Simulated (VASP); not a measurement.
A run of VASP 6.6.1 is set up as follows.

POSCAR

```
VN
1.0
    0.0000000000      2.0691300000      2.0691300000
    2.0691300000      0.0000000000      2.0691300000
    2.0691300000      2.0691300000      0.0000000000
V N
1 1
Direct
    0.0000000000      0.0000000000      0.0000000000
    0.5000000000      0.5000000000      0.5000000000
```

INCAR.step1

```
PREC     = Accurate       # precision mode
ENCUT    = 660            # plane-wave cutoff, eV
ISMEAR   = -1             # smearing method
SIGMA    = 0.1            # smearing width, eV
LREAL    = F              # projectors in reciprocal space
LASPH    = T              # aspherical terms in the spheres
NELM     = 200            # most SCF steps
ISPIN    = 2              # spin polarisation
MAGMOM   = 2 0            # initial moments
LMAXMIX  = 4              # l up to which the mixer works
NBANDS   = 20             # bands
GGA      = PE             # functional
ALGO     = Normal         # electronic algorithm
EDIFF    = 1E-5           # SCF threshold, eV
LWAVE    = T              # write WAVECAR
LCHARG   = F              # write CHGCAR
GGA_COMPAT= F
```

INCAR.step2

```
PREC     = Accurate       # precision mode
ENCUT    = 660            # plane-wave cutoff, eV
EDIFF    = 1E-6           # SCF threshold, eV
ISMEAR   = -1             # smearing method
SIGMA    = 0.1            # smearing width, eV
LREAL    = F              # projectors in reciprocal space
LASPH    = T              # aspherical terms in the spheres
NELM     = 200            # most SCF steps
ALGO     = Normal         # electronic algorithm
ISIF     = 2              # what is computed and relaxed
LWAVE    = F              # write WAVECAR
LCHARG   = F              # write CHGCAR
ISPIN    = 2              # spin polarisation
MAGMOM   = 2 0            # initial moments
LORBIT   = 11             # projections on sites
LMAXMIX  = 4              # l up to which the mixer works
METAGGA  = R2SCAN         # meta-GGA
LMIXTAU  = T            
NBANDS   = 20             # bands
ISTART   = 1            
GGA_COMPAT= F
```

File KPOINTS:

```
Automatic mesh
0
Gamma
  4 4 4
  0.5 0.5 0.5
```

Potentials or basis: VASP PAW PBE potentials, release 64 (V_sv, N).

Run with:

```bash
$ cat potpaw_PBE.64/V_sv/POTCAR potpaw_PBE.64/N/POTCAR > POTCAR
$ cp INCAR.step1 INCAR
$ mpirun -np 1 vasp_std > vasp.out
$ cp INCAR.step2 INCAR
$ mpirun -np 1 vasp_std > vasp.out
```

(1) What does it give for the band gap on the k mesh?

(2) What does it give for the pressure?

Results:

(1) zero (filled and empty bands overlap).

(2) -7.5 GPa.

Caveat: the k points lie up to 0.66 Å⁻¹ apart, too coarse for converged energies and pressures of a metal; the PAW data sets were made with another functional, which shifts forces and pressure a little.
